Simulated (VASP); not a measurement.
# Cu (P1) in VASP: a series of runs

Runs on Cu. Level: LDA. Tasks: single point.

Program: VASP 6.6.1. These are calculated values, not measurements. Logs are shortened: lines on timing, memory, paths and dates and some standing lists are left out, and cuts for length are marked.

### Step 1. The cell of the first run

The typed cell holds 4 atoms: a = 2.527 Å, b = 2.527 Å, c = 8.248 Å, α = 90.00°, β = 90.00°, γ = 120.00°.

### Step 2. Single point, LDA

The input, INCAR:

```
PREC = Accurate ; ENCUT = 520
EDIFF = 1E-6 ; ISMEAR = -1
SIGMA = 0.1 ; LREAL = F
LASPH = T ; NELM = 80
ALGO = Normal ; ISIF = 2
LWAVE = F ; LCHARG = F
NBANDS = 30
```

The input, KPOINTS:

```
Automatic mesh
0
Gamma
  7 7 2
```

The input, POSCAR:

```
Cu
1.0
    2.5265350172      0.0000000000      0.0000000000
   -1.2632675086      2.1880510449      0.0000000000
    0.0000000000      0.0000000000      8.2480272865
Cu
4
Direct
    0.9952300000      0.0002200000      0.9983600000
    0.3277700000      0.6622900000      0.2501700000
    0.0056100000      0.0010200000      0.4991700000
    0.6601900000      0.3208400000      0.7500800000
```

Potentials or basis: VASP PAW LDA potentials, release 64 (Cu).

Run with:

```sh
$ cat potpaw_LDA.64/Cu/POTCAR > POTCAR
$ mpirun -np 1 vasp_std > vasp.out
```

OUTCAR:

```text
PREC = Accurate
   ENCUT = 520
   EDIFF = 1E-6
   ISMEAR = -1
   LREAL = F
   LASPH = T
   NELM = 80
   ISIF = 2

 ion  position               nearest neighbor table
   1  0.995  0.000  0.998-   4 2.50   4 2.51   4 2.53   2 2.53   2 2.54   2 2.54
   2  0.328  0.662  0.250-   3 2.51   3 2.51   1 2.53   3 2.53   1 2.54   1 2.54
   3  0.006  0.001  0.499-   2 2.51   2 2.51   4 2.52   4 2.53   2 2.53   4 2.55
   4  0.660  0.321  0.750-   1 2.50   1 2.51   3 2.52   3 2.53   1 2.53   3 2.55

  LATTYP: Found a hexagonal cell.
 ALAT       =     2.5265350172
 C/A-ratio  =     3.2645608433

  Lattice vectors:

 A1 = (   2.5265350172,   0.0000000000,   0.0000000000)
 A2 = (  -1.2632675086,   2.1880510449,   0.0000000000)
 A3 = (   0.0000000000,   0.0000000000,   8.2480272865)

Analysis of symmetry for initial positions (statically):
=====================================================================
 Subroutine PRICEL returns:
 Original cell was already a primitive cell.

 Routine SETGRP: Setting up the symmetry group for a
 hexagonal supercell.

 Subroutine GETGRP returns: Found  1 space group operations
 (whereof  1 operations were pure point group operations)
 out of a pool of 24 trial point group operations.

The static configuration has the point symmetry C_1 .

Analysis of symmetry for dynamics (positions and initial velocities):
=====================================================================
 Subroutine PRICEL returns:
 Original cell was already a primitive cell.

 Routine SETGRP: Setting up the symmetry group for a
 hexagonal supercell.

 Subroutine GETGRP returns: Found  1 space group operations
 (whereof  1 operations were pure point group operations)
 out of a pool of 24 trial point group operations.

The dynamic configuration has the point symmetry C_1 .

 Subroutine INISYM returns: Found  1 space group operations
 (whereof  1 operations are pure point group operations),
 and found     1 'primitive' translations

----------------------------------------------------------------------------------------

                                     Primitive cell

  volume of cell :      45.5966

  direct lattice vectors                    reciprocal lattice vectors
     2.526535017  0.000000000  0.000000000     0.395798987  0.228513865  0.000000000
    -1.263267509  2.188051045  0.000000000     0.000000000  0.457027729  0.000000000
     0.000000000  0.000000000  8.248027286     0.000000000  0.000000000  0.121241112

  length of vectors
     2.526535017  2.526541544  8.248027286     0.457028910  0.457027729  0.121241112

  position of ions in fractional coordinates (direct lattice)
     0.995230000  0.000220000  0.998360000
     0.327770000  0.662290000  0.250170000
     0.005610000  0.001020000  0.499170000
     0.660190000  0.320840000  0.750080000

  ion indices of the primitive-cell ions
   primitive index   ion index
                 1           1
                 2           2
                 3           3
                 4           4

----------------------------------------------------------------------------------------

 KPOINTS: Automatic mesh

Automatic generation of k-mesh.
 Grid dimensions read from file:
 generate k-points for:    7    7    2

 Generating k-lattice:

  Cartesian coordinates                     Fractional coordinates (reciprocal lattice)
     0.056542712  0.032644838  0.000000000     0.142857143  0.000000000  0.000000000
     0.000000000  0.065289676  0.000000000     0.000000000  0.142857143  0.000000000
     0.000000000  0.000000000  0.060620556     0.000000000  0.000000000  0.500000000

  Length of vectors
     0.065289844  0.065289676  0.060620556

  Shift w.r.t. Gamma in fractional coordinates (k-lattice)
     0.000000000  0.000000000  0.000000000

 Subroutine IBZKPT returns following result:
 ===========================================

 Found     50 irreducible k-points:

 Following reciprocal coordinates:
            Coordinates               Weight
  0.000000  0.000000  0.000000      1.000000
  0.142857  0.000000  0.000000      2.000000
  0.000000  0.142857  0.000000      2.000000
 -0.142857  0.142857  0.000000      2.000000
  0.285714  0.000000  0.000000      2.000000
  0.000000  0.285714  0.000000      2.000000
[... 16 lines left out ...]
  0.285714  0.285714  0.000000      2.000000
 -0.285714 -0.428571  0.000000      2.000000
 [... further k-points ...]
   k-points           NKPTS =     50   k-points in BZ     NKDIM =     50   number of bands    NBANDS=     30
   number of dos      NEDOS =    301   number of ions     NIONS =      4
   total plane-waves  NPLWV =  25600
   dimension x,y,z NGX =    20 NGY =   20 NGZ =   64
   dimension x,y,z NGXF=    40 NGYF=   40 NGZF=  128
   ions per type =               4
   NGX,Y,Z   is equivalent  to a cutoff of  13.16, 13.16, 12.90 a.u.
   NGXF,Y,Z  is equivalent  to a cutoff of  26.32, 26.32, 25.80 a.u.
 SYSTEM =  unknown system
   PREC   = accura    normal or accurate (medium, high low for compatibility)
   ISTART =      0    job   : 0-new  1-cont  2-samecut
   ICHARG =      2    charge: 1-file 2-atom 10-const
   ISPIN  =      1    spin polarized calculation?
   LNONCOLLINEAR =      F non collinear calculations
   LSORBIT =      F    spin-orbit coupling
   LASPH  =      T    aspherical Exc in radial PAW
   ENCUT  =  520.0 eV  38.22 Ry    6.18 a.u.   4.70  4.70 15.34*2*pi/ulx,y,z
   NELM   =     80;   NELMIN=  2; NELMDL= -5     # of ELM steps
   EDIFF  = 0.1E-05   stopping-criterion for ELM
   LREAL  =      F    real-space projection
   EDIFFG = 0.1E-04   stopping-criterion for IOM
   NSW    =      0    number of steps for IOM
   IBRION =     -1    ionic relax: 0-MD 1-quasi-New 2-CG
   NFREE  =      0    steps in history (QN), initial steepest desc. (CG)
   ISIF   =      2    stress and relaxation
   ISYM   =      2    0-nonsym 1-usesym 2-fastsym
   POTIM  = 0.5000    time-step for ionic-motion
   TEBEG  =    0.0;   TEEND  =   0.0 temperature during run
   PSTRESS=    0.0 pullay stress
   NELECT =      44.0000    total number of electrons
   NUPDOWN=      -1.0000    fix difference up-down
   EMIN   =  10.00;   EMAX   =-10.00  energy-range for DOS
   EFERMI =   0.00;   METHOD = LEGACY
   ISMEAR =    -1;   SIGMA  =   0.10  broadening in eV -4-tet -1-fermi 0-gaus
   EFERMI_NEDOS =   21; number of points for ismear=-14 and -15
   IALGO  =     38    algorithm
   IMIX   =      4    mixing-type and parameters
     AMIX     =   0.40;   BMIX     =  1.00
     AMIX_MAG =   1.60;   BMIX_MAG =  1.00
  volume/ion in A,a.u.               =      11.40        76.93
  Fermi-wavevector in a.u.,A,eV,Ry     =   1.617763  3.057128 35.608563  2.617156
  Thomas-Fermi vector in A             =   2.712135
   LORBIT       =      0    0 simple, 1 ext, 2 COOP (PROOUT), +10 PAW based schemes
   GGA     = CA    functional components
   LHFCALC =     F    Hartree Fock is set to
   AEXX    =    0.0000 exact exchange contribution
   IVDW    =     0    specifies the selected vdW correction
   LEPSILON=     F    determine dielectric tensor
   LRPA    =     F    only Hartree local field effects (RPA)
 non-spin polarized calculation
  energy-cutoff  :      520.00
  volume of cell :       45.60
 maximum number of plane-waves:      1243
   NGX =  9   NGY =  9   NGZ = 31

 number of electron      43.9999988 magnetization

 Free energy of the ion-electron system (eV)
  ---------------------------------------------------
  ext. energy  EPLUGINS =         0.00000000
  ---------------------------------------------------
  free energy    TOTEN  =       -18.85220674 eV

  energy without entropy =      -18.82042467  energy(sigma->0) =      -18.83631571

 E-fermi :   7.7458     XC(G=0): -13.3112

 val. band max:        7.7391016773   @ k =  -0.4286   0.4286   0.0000
 cond. band min:       7.7546951624   @ k =   0.4286   0.0000   0.0000
 fundamental gap:      0.0155934851
 Fermi energy:         7.7458408373

 k-point     1 :       0.0000    0.0000    0.0000
  band No.  band energies     occupation
      1      -1.8309      2.00000
      2       0.3120      2.00000
      3       0.3638      2.00000
      4       2.4587      2.00000
      5       4.3130      2.00000
      6       4.3539      2.00000
[... 22 lines left out ...]
     29      30.0344      0.00000
     30      30.0696      0.00000

 k-point     2 :       0.1429    0.0000    0.0000
  band No.  band energies     occupation
      1      -1.1624      2.00000
      2       0.8956      2.00000
      3       0.9458      2.00000
      4       2.8308      2.00000
      5       4.0771      2.00000
      6       4.1999      2.00000
[... 22 lines left out ...]
     29      25.4206      0.00000
     30      25.4766      0.00000

 k-point     3 :       0.0000    0.1429    0.0000
  band No.  band energies     occupation
      1      -1.1626      2.00000
      2       0.8954      2.00000
      3       0.9455      2.00000
      4       2.8298      2.00000
      5       4.0796      2.00000
      6       4.2033      2.00000
[... 22 lines left out ...]
     29      25.4152      0.00000
     30      25.4751      0.00000

 k-point     4 :      -0.1429    0.1429    0.0000
  band No.  band energies     occupation
      1      -1.1623      2.00000
      2       0.8958      2.00000
      3       0.9459      2.00000
      4       2.8316      2.00000
      5       4.0749      2.00000
      6       4.1975      2.00000
[... 22 lines left out ...]
     29      25.4205      0.00000
     30      25.4815      0.00000

 k-point     5 :       0.2857    0.0000    0.0000
  band No.  band energies     occupation
      1       0.6584      2.00000
      2       2.1659      2.00000
      3       2.2064      2.00000
      4       3.3137      2.00000
      5       3.7694      2.00000
      6       3.8551      2.00000
[... 22 lines left out ...]
     29      22.4774      0.00000
     30      22.6092      0.00000
[... 526 lines left out ...]
     29      17.2743      0.00000
     30      18.4370      0.00000

 k-point    22 :       0.4286    0.4286    0.0000
  band No.  band energies     occupation
      1       2.7842      2.00000
      2       2.8645      2.00000
      3       3.1976      2.00000
      4       3.4054      2.00000
      5       3.6264      2.00000
      6       3.6869      2.00000
[... 22 lines left out ...]
     29      17.2736      0.00000
     30      18.3771      0.00000

 k-point    23 :       0.2857    0.2857    0.0000
  band No.  band energies     occupation
      1       3.3526      2.00000
      2       3.3624      2.00000
      3       3.3696      2.00000
      4       3.4707      2.00000
      5       3.6546      2.00000
      6       3.6682      2.00000
[... 22 lines left out ...]
     29      15.7709      0.00000
     30      17.1955      0.00000

 k-point    24 :      -0.2857   -0.4286    0.0000
  band No.  band energies     occupation
      1       3.3501      2.00000
      2       3.3623      2.00000
      3       3.3673      2.00000
      4       3.4735      2.00000
      5       3.6545      2.00000
      6       3.6688      2.00000
[... 22 lines left out ...]
     29      15.7681      0.00000
     30      17.1989      0.00000

 [... further k-points ...]
[... 5 lines left out ...]
  --------------------------------------------------------------------------------------
  -------------------------------------------------------------------------------------
  Total       -1.9476800     -2.0315471     -1.9529774     -0.0217524     -0.0033545      0.0043277
  in kB      -68.4376858    -71.3846126    -68.6238279     -0.7643366     -0.1178690      0.1520663
  external PRESSURE =     -69.4820421 kB  Pullay stress =       0.0000000 kB

 VOLUME and BASIS-vectors are now :
 -----------------------------------------------------------------------------
  energy-cutoff  :      520.00
  volume of cell :       45.60
      direct lattice vectors                 reciprocal lattice vectors
     2.526535017  0.000000000  0.000000000     0.395798987  0.228513865  0.000000000
    -1.263267509  2.188051045  0.000000000     0.000000000  0.457027729  0.000000000
     0.000000000  0.000000000  8.248027286     0.000000000  0.000000000  0.121241112

 POSITION                                       TOTAL-FORCE (eV/Angst)
 -----------------------------------------------------------------------------------
      2.51421      0.00048      8.23450         0.012066     -0.029933      0.104455
     -0.00853      1.44912      2.06341         0.012898      0.018532     -0.078547
      0.01289      0.00223      4.11717        -0.026726     -0.031177      0.048207
      1.26269      0.70201      6.18668         0.001761      0.042578     -0.074115
 -----------------------------------------------------------------------------------
    total drift:                               -0.000102     -0.000201     -0.001000

  FREE ENERGIE OF THE ION-ELECTRON SYSTEM (eV)
  ---------------------------------------------------
  free  energy   TOTEN  =       -18.8522067413 eV

  energy  without entropy=      -18.8204246693  energy(sigma->0) =      -18.83631571
```

Run time: 98 s. Hardware: 1 thread of Intel Xeon Platinum 8259CL at 2.50GHz (Skylake/Cascade Lake), shared host; peak memory 0.17 GiB.

What came out:

- Free energy: -18.8522 eV
- Pressure: -6.9 GPa
- Largest force: 0.109 eV/Å
- Band gap on the k mesh: zero (band 22 reaches 10.24 eV, above the bottom of band 23 at 5.92 eV)

Forces on the atoms (eV/Å):
```
Cu   0.012 -0.030  0.104
Cu   0.013  0.019 -0.079
Cu  -0.027 -0.031  0.048
Cu   0.002  0.043 -0.074
```

Caveat: the k points lie up to 0.41 Å⁻¹ apart.

### Step 3. Single point, LDA

This run uses another cell than the first one, of 11.46 Å³/atom, 1.005 times its volume.

The input, INCAR:

```
ALGO = Normal
EDIFF = 1E-6
ENCUT = 520
ISIF = 2
ISMEAR = -1
LASPH = T
LCHARG = T
LELF = T
LREAL = F
LVHAR = T
LWAVE = F
NBANDS = 30
NELM = 100
PREC = Accurate
SIGMA = 0.1
```

The input, KPOINTS:

```
k-points
0
Gamma
  7 7 2
```

The input, POSCAR:

```
Cu
1.0
    2.5307600000      0.0000000000      0.0000000000
   -1.2653800000      2.1917100000      0.0000000000
    0.0000000000      0.0000000000      8.2618200000
Cu
4
Direct
    0.9952300000      0.0002200000      0.9983600000
    0.3277700000      0.6622900000      0.2501700000
    0.0056100000      0.0010200000      0.4991700000
    0.6601900000      0.3208400000      0.7500800000
```

Potentials or basis: VASP PAW LDA potentials, release 64 (Cu).

Run with:

```sh
$ cat potpaw_LDA.64/Cu/POTCAR > POTCAR
$ mpirun -np 1 vasp_std > vasp.out
```

Run time: 87 s. Hardware: 1 thread of Intel Xeon Platinum 8259CL at 2.50GHz (Skylake/Cascade Lake), shared host; peak memory 0.17 GiB.

The run converged. Its results:

```yaml
Free_energy: -18.8416 eV
Pressure: -7.7 GPa
Largest_force: 0.107 eV/Å
Band_gap_on_the_k_mesh: zero (band 22 reaches 10.17 eV, above the bottom of band 23 at 5.87 eV)
```

Forces in eV/Å, atoms in the order of the input:
```
Cu   0.012 -0.029  0.102
Cu   0.013  0.018 -0.077
Cu  -0.026 -0.031  0.047
Cu   0.002  0.042 -0.072
```

Stress tensor (GPa, compression positive):
```
-7.58 -0.08  0.01
-0.08 -7.87 -0.01
 0.01 -0.01 -7.58
```

Levels at points of the mesh, in eV from the Fermi level:
```csv
k point,band 19,band 20,band 21,band 22,band 23,band 24,band 25,band 26
"(0.00, 0.00, 0.00)",-2.18,-2.00,-1.99,-1.71,-1.70,-1.02,3.92,12.67
"(0.00, 0.00, 0.50)",-2.29,-2.28,-1.85,-1.84,-1.82,-1.81,7.08,7.11
```

Caveat: the k points lie up to 0.41 Å⁻¹ apart.

### Step 4. Single point, LDA

This run uses another cell than the first one, of 11.46 Å³/atom, 1.005 times its volume.

The input, INCAR:

```
SYSTEM = Cu
PREC     = Accurate       ! precision mode
ENCUT    = 520            ! plane-wave cutoff, eV
EDIFF    = 1E-6           ! SCF threshold, eV
ISMEAR   = -1             ! smearing method
SIGMA    = 0.1            ! smearing width, eV
LREAL    = .FALSE.        ! projectors in reciprocal space
LASPH    = .TRUE.         ! aspherical terms in the spheres
NELM     = 60             ! most SCF steps
ALGO     = Normal         ! electronic algorithm
ISIF     = 2              ! what is computed and relaxed
LWAVE    = .FALSE.        ! write WAVECAR
LCHARG   = .FALSE.        ! write CHGCAR
NBANDS   = 30             ! bands
```

The input, KPOINTS:

```
Automatic mesh
0
G
  7 7 2
  0 0 0
```

Edit POSCAR of step 3 so:

```diff
@@ -11,2 +11,2 @@
     0.0056100000      0.0010200000      0.4991700000
-    0.6601900000      0.3208400000      0.7500800000
+    0.6601900000      0.3208400000      0.7506851935
```

Run with:

```sh
$ cat potpaw_LDA.64/Cu/POTCAR > POTCAR
$ mpirun -np 1 vasp_std > vasp.out
```

It took 80 s on 1 thread of Intel Xeon Platinum 8259CL at 2.50GHz (Skylake/Cascade Lake), shared host; peak memory 0.17 GiB.

It converged, with:

```yaml
Free_energy: -18.8411 eV
Pressure: -7.7 GPa
Largest_force: 0.124 eV/Å
Band_gap_on_the_k_mesh: zero (band 22 reaches 10.17 eV, above the bottom of band 23 at 5.87 eV)
```

Forces in eV/Å, atoms in the order of the input:
```
Cu   0.012 -0.030  0.120
Cu   0.013  0.018 -0.074
Cu  -0.026 -0.030  0.063
Cu   0.001  0.042 -0.109
```

Stress tensor (GPa, compression positive):
```
-7.58 -0.08  0.01
-0.08 -7.87 -0.02
 0.01 -0.02 -7.58
```

Levels at points of the mesh, in eV from the Fermi level:
| k point | band 20 | band 21 | band 22 | band 23 | band 24 | band 25 |
| --- | --- | --- | --- | --- | --- | --- |
| (0.00, 0.00, 0.00) | -2.00 | -1.99 | -1.71 | -1.70 | -1.02 | 3.92 |
| (0.00, 0.00, 0.50) | -2.28 | -1.85 | -1.84 | -1.82 | -1.81 | 7.08 |

Caveat: the k points lie up to 0.41 Å⁻¹ apart.
